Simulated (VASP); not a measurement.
# CdF2 (Fm-3m) in VASP: settings compared

CdF2 is run at these levels: PBEsol, RPBE, LDA; tasks: single point, relaxation of cell and atoms.

All numbers are computed with VASP 6.6.1; they aren't measurements. Logs are shortened: lines on timing, memory, paths and dates and some standing lists are left out, and cuts for length are marked.

## (1) The cell of the first run

The structure is cubic, space group Fm-3m (No. 225). Conventional cell: a = 5.384 Å, b = 5.384 Å, c = 5.384 Å, α = 90.00°, β = 90.00°, γ = 90.00°. Cd (site symmetry m-3m) has 8 F at 2.33 Å within 3.1 Å. Within 3.1 Å of F (site symmetry -43m) lie 4 Cd at 2.33 Å and 6 F at 2.69 Å.

## (2) Single point, PBEsol

The input, INCAR:

```
ALGO = Normal ; EDIFF = 1E-6
ENCUT = 520 ; GGA = PS
ISIF = 2 ; ISMEAR = -1
LASPH = T ; LCHARG = F
LREAL = F ; LWAVE = F
NBANDS = 20 ; NELM = 80
PREC = Accurate ; SIGMA = 0.05
```

The input, KPOINTS:

```
k-points
0
Gamma
  9 9 9
```

The input, POSCAR:

```
CdF2
1.0
    0.0000000000      2.6921157423      2.6921157423
    2.6921157423      0.0000000000      2.6921157423
    2.6921157423      2.6921157423      0.0000000000
Cd F
1 2
Direct
    0.0000000000      0.0000000000      0.0000000000
    0.7500000000      0.7500000000      0.7500000000
    0.2500000000      0.2500000000      0.2500000000
```

Potentials or basis: VASP PAW PBE potentials, release 64 (Cd, F).

Command:

```bash
$ cat potpaw_PBE.64/Cd/POTCAR potpaw_PBE.64/F/POTCAR > POTCAR
$ mpirun -np 1 vasp_std > vasp.out
```

OUTCAR:

```text
EDIFF = 1E-6
   ENCUT = 520
   GGA = PS
   ISIF = 2
   ISMEAR = -1
   LASPH = T
   LREAL = F
   NELM = 80
   PREC = Accurate

 ion  position               nearest neighbor table
   1  0.000  0.000  0.000-   2 2.33   2 2.33   2 2.33   3 2.33   3 2.33   3 2.33   3 2.33   2 2.33

   2  0.750  0.750  0.750-   1 2.33   1 2.33   1 2.33   1 2.33
   3  0.250  0.250  0.250-   1 2.33   1 2.33   1 2.33   1 2.33

  LATTYP: Found a face centered cubic cell.
 ALAT       =     5.3842314846

  Lattice vectors:

 A1 = (   0.0000000000,   2.6921157423,   2.6921157423)
 A2 = (   2.6921157423,   0.0000000000,   2.6921157423)
 A3 = (   2.6921157423,   2.6921157423,   0.0000000000)

Analysis of symmetry for initial positions (statically):
=====================================================================
 Subroutine PRICEL returns:
 Original cell was already a primitive cell.

 Routine SETGRP: Setting up the symmetry group for a
 face centered cubic supercell.

 Subroutine GETGRP returns: Found 48 space group operations
 (whereof 48 operations were pure point group operations)
 out of a pool of 48 trial point group operations.

The static configuration has the point symmetry O_h .

Analysis of symmetry for dynamics (positions and initial velocities):
=====================================================================
 Subroutine PRICEL returns:
 Original cell was already a primitive cell.

 Routine SETGRP: Setting up the symmetry group for a
 face centered cubic supercell.

 Subroutine GETGRP returns: Found 48 space group operations
 (whereof 48 operations were pure point group operations)
 out of a pool of 48 trial point group operations.

The dynamic configuration has the point symmetry O_h .

 Subroutine INISYM returns: Found 48 space group operations
 (whereof 48 operations are pure point group operations),
 and found     1 'primitive' translations

----------------------------------------------------------------------------------------

                                     Primitive cell

  volume of cell :      39.0221

  direct lattice vectors                    reciprocal lattice vectors
     0.000000000  2.692115742  2.692115742    -0.185727527  0.185727527  0.185727527
     2.692115742  0.000000000  2.692115742     0.185727527 -0.185727527  0.185727527
     2.692115742  2.692115742  0.000000000     0.185727527  0.185727527 -0.185727527

  length of vectors
     3.807226594  3.807226594  3.807226594     0.321689514  0.321689514  0.321689514

  position of ions in fractional coordinates (direct lattice)
     0.000000000  0.000000000  0.000000000
     0.750000000  0.750000000  0.750000000
     0.250000000  0.250000000  0.250000000

  ion indices of the primitive-cell ions
   primitive index   ion index
                 1           1
                 2           2
                 3           3

----------------------------------------------------------------------------------------

 KPOINTS: k-points

Automatic generation of k-mesh.
 Grid dimensions read from file:
 generate k-points for:    9    9    9

 Generating k-lattice:

  Cartesian coordinates                     Fractional coordinates (reciprocal lattice)
    -0.020636392  0.020636392  0.020636392     0.111111111  0.000000000  0.000000000
     0.020636392 -0.020636392  0.020636392     0.000000000  0.111111111  0.000000000
     0.020636392  0.020636392 -0.020636392     0.000000000  0.000000000  0.111111111

  Length of vectors
     0.035743279  0.035743279  0.035743279

  Shift w.r.t. Gamma in fractional coordinates (k-lattice)
     0.000000000  0.000000000  0.000000000

 Subroutine IBZKPT returns following result:
 ===========================================

 Found     35 irreducible k-points:

 Following reciprocal coordinates:
            Coordinates               Weight
  0.000000  0.000000  0.000000      1.000000
  0.111111  0.000000  0.000000      8.000000
  0.222222  0.000000  0.000000      8.000000
  0.333333  0.000000  0.000000      8.000000
  0.444444  0.000000  0.000000      8.000000
  0.111111  0.111111  0.000000      6.000000
[... 16 lines left out ...]
 -0.333333  0.333333  0.000000     12.000000
  0.444444  0.444444  0.000000      6.000000
 [... further k-points ...]
   k-points           NKPTS =     35   k-points in BZ     NKDIM =     35   number of bands    NBANDS=     20
   number of dos      NEDOS =    301   number of ions     NIONS =      3
   total plane-waves  NPLWV =  21952
   dimension x,y,z NGX =    28 NGY =   28 NGZ =   28
   dimension x,y,z NGXF=    56 NGYF=   56 NGZF=   56
   ions per type =               1   2
   NGX,Y,Z   is equivalent  to a cutoff of  12.23, 12.23, 12.23 a.u.
   NGXF,Y,Z  is equivalent  to a cutoff of  24.45, 24.45, 24.45 a.u.
 SYSTEM =  unknown system
   PREC   = accura    normal or accurate (medium, high low for compatibility)
   ISTART =      0    job   : 0-new  1-cont  2-samecut
   ICHARG =      2    charge: 1-file 2-atom 10-const
   ISPIN  =      1    spin polarized calculation?
   LNONCOLLINEAR =      F non collinear calculations
   LSORBIT =      F    spin-orbit coupling
   LASPH  =      T    aspherical Exc in radial PAW
   ENCUT  =  520.0 eV  38.22 Ry    6.18 a.u.   7.08  7.08  7.08*2*pi/ulx,y,z
   NELM   =     80;   NELMIN=  2; NELMDL= -5     # of ELM steps
   EDIFF  = 0.1E-05   stopping-criterion for ELM
   LREAL  =      F    real-space projection
   EDIFFG = 0.1E-04   stopping-criterion for IOM
   NSW    =      0    number of steps for IOM
   IBRION =     -1    ionic relax: 0-MD 1-quasi-New 2-CG
   NFREE  =      0    steps in history (QN), initial steepest desc. (CG)
   ISIF   =      2    stress and relaxation
   ISYM   =      2    0-nonsym 1-usesym 2-fastsym
   POTIM  = 0.5000    time-step for ionic-motion
   TEBEG  =    0.0;   TEEND  =   0.0 temperature during run
   PSTRESS=    0.0 pullay stress
   NELECT =      26.0000    total number of electrons
   NUPDOWN=      -1.0000    fix difference up-down
   EMIN   =  10.00;   EMAX   =-10.00  energy-range for DOS
   EFERMI =   0.00;   METHOD = LEGACY
   ISMEAR =    -1;   SIGMA  =   0.05  broadening in eV -4-tet -1-fermi 0-gaus
   EFERMI_NEDOS =   21; number of points for ismear=-14 and -15
   IALGO  =     38    algorithm
   IMIX   =      4    mixing-type and parameters
     AMIX     =   0.40;   BMIX     =  1.00
     AMIX_MAG =   1.60;   BMIX_MAG =  1.00
  volume/ion in A,a.u.               =      13.01        87.78
  Fermi-wavevector in a.u.,A,eV,Ry     =   1.429867  2.702056 27.817367  2.044519
  Thomas-Fermi vector in A             =   2.549774
   LORBIT       =      0    0 simple, 1 ext, 2 COOP (PROOUT), +10 PAW based schemes
   GGA     = PS    functional components
   LHFCALC =     F    Hartree Fock is set to
   AEXX    =    0.0000 exact exchange contribution
   IVDW    =     0    specifies the selected vdW correction
   LEPSILON=     F    determine dielectric tensor
   LRPA    =     F    only Hartree local field effects (RPA)
 non-spin polarized calculation
  energy-cutoff  :      520.00
  volume of cell :       39.02
 maximum number of plane-waves:      1067
   NGX = 15   NGY = 15   NGZ = 15

 number of electron      25.9999991 magnetization

 Free energy of the ion-electron system (eV)
  ---------------------------------------------------
  ext. energy  EPLUGINS =         0.00000000
  ---------------------------------------------------
  free energy    TOTEN  =       -11.59257411 eV

  energy without entropy =      -11.59257411  energy(sigma->0) =      -11.59257411

 E-fermi :  -0.2415     XC(G=0): -10.7198

 val. band max:       -1.4567060985   @ k =  -0.3333   0.4444   0.2222
 cond. band min:       1.4826762318   @ k =   0.0000   0.0000   0.0000
 fundamental gap:      2.9393823303
 Fermi energy:        -0.2414711904

 k-point     1 :       0.0000    0.0000    0.0000
  band No.  band energies     occupation
      1     -22.1566      2.00000
      2     -21.0150      2.00000
      3      -7.0627      2.00000
      4      -7.0627      2.00000
      5      -7.0627      2.00000
      6      -5.8014      2.00000
[... 12 lines left out ...]
     19      18.2591      0.00000
     20      18.2591      0.00000

 k-point     2 :       0.1111    0.0000    0.0000
  band No.  band energies     occupation
      1     -22.1154      2.00000
      2     -21.0505      2.00000
      3      -7.0142      2.00000
      4      -7.0142      2.00000
      5      -6.9277      2.00000
      6      -5.8171      2.00000
[... 12 lines left out ...]
     19      17.9368      0.00000
     20      17.9368      0.00000

 k-point     3 :       0.2222    0.0000    0.0000
  band No.  band energies     occupation
      1     -22.0029      2.00000
      2     -21.1512      2.00000
      3      -6.8948      2.00000
      4      -6.8948      2.00000
      5      -6.5555      2.00000
      6      -5.8376      2.00000
[... 12 lines left out ...]
     19      17.3468      0.00000
     20      17.8843      0.00000

 k-point     4 :       0.3333    0.0000    0.0000
  band No.  band energies     occupation
      1     -21.8415      2.00000
      2     -21.2966      2.00000
      3      -6.7756      2.00000
      4      -6.7756      2.00000
      5      -6.0464      2.00000
      6      -5.8089      2.00000
[... 12 lines left out ...]
     19      16.8653      0.00000
     20      17.6767      0.00000

 k-point     5 :       0.4444    0.0000    0.0000
  band No.  band energies     occupation
      1     -21.6625      2.00000
      2     -21.4624      2.00000
      3      -6.7166      2.00000
      4      -6.7166      2.00000
      5      -5.7421      2.00000
      6      -5.7421      2.00000
[... 12 lines left out ...]
     19      16.6058      0.00000
     20      17.1916      0.00000

 k-point     6 :       0.1111    0.1111    0.0000
  band No.  band energies     occupation
      1     -22.1029      2.00000
      2     -21.0612      2.00000
      3      -6.9925      2.00000
      4      -6.9925      2.00000
      5      -6.8905      2.00000
      6      -5.8681      2.00000
[... 12 lines left out ...]
     19      17.8304      0.00000
     20      18.3758      0.00000

 k-point     7 :       0.2222    0.1111    0.0000
  band No.  band energies     occupation
      1     -22.0164      2.00000
      2     -21.1371      2.00000
      3      -6.8876      2.00000
      4      -6.8868      2.00000
      5      -6.6077      2.00000
      6      -5.9423      2.00000
[... 12 lines left out ...]
     19      18.1780      0.00000
     20      18.8292      0.00000
[... 277 lines left out ...]
 k-point    20 :       0.3333    0.3333    0.0000
  band No.  band energies     occupation
      1     -21.7987      2.00000
      2     -21.3069      2.00000
      3      -6.5026      2.00000
      4      -6.4588      2.00000
      5      -6.4588      2.00000
      6      -5.9185      2.00000
[... 12 lines left out ...]
     19      18.7553      0.00000
     20      19.2286      0.00000

 k-point    21 :       0.4444    0.3333    0.0000
  band No.  band energies     occupation
      1     -21.7147      2.00000
      2     -21.3747      2.00000
      3      -6.6595      2.00000
      4      -6.3063      2.00000
      5      -6.2400      2.00000
      6      -5.7096      2.00000
[... 12 lines left out ...]
     19      18.6149      0.00000
     20      19.3140      0.00000

 k-point    22 :      -0.4444    0.3333    0.0000
  band No.  band energies     occupation
      1     -21.6233      2.00000
      2     -21.4584      2.00000
      3      -6.6582      2.00000
      4      -6.2383      2.00000
      5      -6.0077      2.00000
      6      -5.8035      2.00000
[... 12 lines left out ...]
     19      19.0181      0.00000
     20      19.2170      0.00000

 k-point    23 :      -0.3333    0.3333    0.0000
  band No.  band energies     occupation
      1     -21.5548      2.00000
      2     -21.5340      2.00000
      3      -6.6019      2.00000
      4      -6.2917      2.00000
      5      -5.9380      2.00000
      6      -5.8101      2.00000
[... 12 lines left out ...]
     19      17.8528      0.00000
     20      20.1339      0.00000

 k-point    24 :       0.4444    0.4444    0.0000
  band No.  band energies     occupation
      1     -21.6871      2.00000
      2     -21.3888      2.00000
      3      -6.8256      2.00000
      4      -6.1300      2.00000
      5      -6.1300      2.00000
      6      -5.6845      2.00000
[... 12 lines left out ...]
     19      17.9640      0.00000
     20      19.6952      0.00000

 [... further k-points ...]

------------------------ aborting loop because EDIFF is reached ----------------------------------------

  FORCE on cell =-STRESS in cart. coord.  units (eV):
  Direction    XX          YY          ZZ          XY          YZ          ZX
  --------------------------------------------------------------------------------------
  -------------------------------------------------------------------------------------
  Total        0.1873895      0.1873895      0.1873895      0.0000000      0.0000000     -0.0000000
  in kB        7.6938665      7.6938665      7.6938665      0.0000000      0.0000000     -0.0000000
  external PRESSURE =       7.6938665 kB  Pullay stress =       0.0000000 kB

 VOLUME and BASIS-vectors are now :
 -----------------------------------------------------------------------------
  energy-cutoff  :      520.00
  volume of cell :       39.02
      direct lattice vectors                 reciprocal lattice vectors
     0.000000000  2.692115742  2.692115742    -0.185727527  0.185727527  0.185727527
     2.692115742  0.000000000  2.692115742     0.185727527 -0.185727527  0.185727527
     2.692115742  2.692115742  0.000000000     0.185727527  0.185727527 -0.185727527

 POSITION                                       TOTAL-FORCE (eV/Angst)
 -----------------------------------------------------------------------------------
      0.00000      0.00000      0.00000        -0.000000      0.000000      0.000000
      4.03817      4.03817      4.03817        -0.000000     -0.000000     -0.000000
      1.34606      1.34606      1.34606         0.000000     -0.000000      0.000000
 -----------------------------------------------------------------------------------
    total drift:                                0.000000      0.000000      0.000000

  FREE ENERGIE OF THE ION-ELECTRON SYSTEM (eV)
  ---------------------------------------------------
  free  energy   TOTEN  =       -11.5925741108 eV

  energy  without entropy=      -11.5925741108  energy(sigma->0) =      -11.59257411
```

Wall time 44 s (1 thread of Intel Xeon 8259CL, shared host); peak memory 0.17 GiB.

Results:

- Free energy: -11.5926 eV
- Pressure: 0.8 GPa
- Band gap on the k mesh: 2.94 eV (least direct gap 3.40 eV)

Caveat: the PAW data sets were made with another functional, which shifts forces and pressure a little; an odd mesh through Γ misses points on the zone boundary, where band edges can lie.

## (3) Single point, RPBE

This run uses another cell than the first one, of 13.03 Å³/atom.

The input, INCAR:

```
SYSTEM = CdF2
PREC = Accurate ; ENCUT = 520
EDIFF = 1E-7 ; ISMEAR = -1
SIGMA = 0.05 ; LREAL = .FALSE.
LASPH = .TRUE. ; NELM = 80
ALGO = Normal ; ISIF = 2
LWAVE = .FALSE. ; LCHARG = .FALSE.
GGA = RP ; NBANDS = 20
```

The input, KPOINTS:

```
regular mesh
0
G
  9 9 9
  0 0 0
```

The input, POSCAR:

```
CdF2
1.0
    0.0000000000      2.6940000000      2.6940000000
    2.6940000000      0.0000000000      2.6940000000
    2.6940000000      2.6940000000      0.0000000000
Cd F
1 2
Direct
    0.0000000000      0.0000000000      0.0000000000
    0.7500000000      0.7500000000      0.7500000000
    0.2500000000      0.2500000000      0.2500000000
```

Potentials or basis: VASP PAW PBE potentials, release 64 (Cd, F).

Command:

```bash
$ cat potpaw_PBE.64/Cd/POTCAR potpaw_PBE.64/F/POTCAR > POTCAR
$ mpirun -np 1 vasp_std > vasp.out
```

It took 52 s on 1 thread of Intel Xeon 8259CL, shared host; peak memory 0.17 GiB.

The run converged. Its results:

```
Free energy            : -9.8947 eV
Pressure               : 11.0 GPa
Band gap on the k mesh : 3.30 eV (least direct gap 3.78 eV)
```

Levels at points of the mesh, in eV from the valence-band top:
| k point | band 11 | band 12 | band 13 | band 14 | band 15 | band 16 |
| --- | --- | --- | --- | --- | --- | --- |
| (0.00, 0.00, 0.00) | -0.48 | -0.48 | -0.48 | 3.30 | 12.96 | 12.96 |

Caveat: the cell stands under pressure; the PAW data sets were made with another functional, which shifts forces and pressure a little; an odd mesh through Γ misses points on the zone boundary, where band edges can lie.

(Part 1 of 2 ends here.)
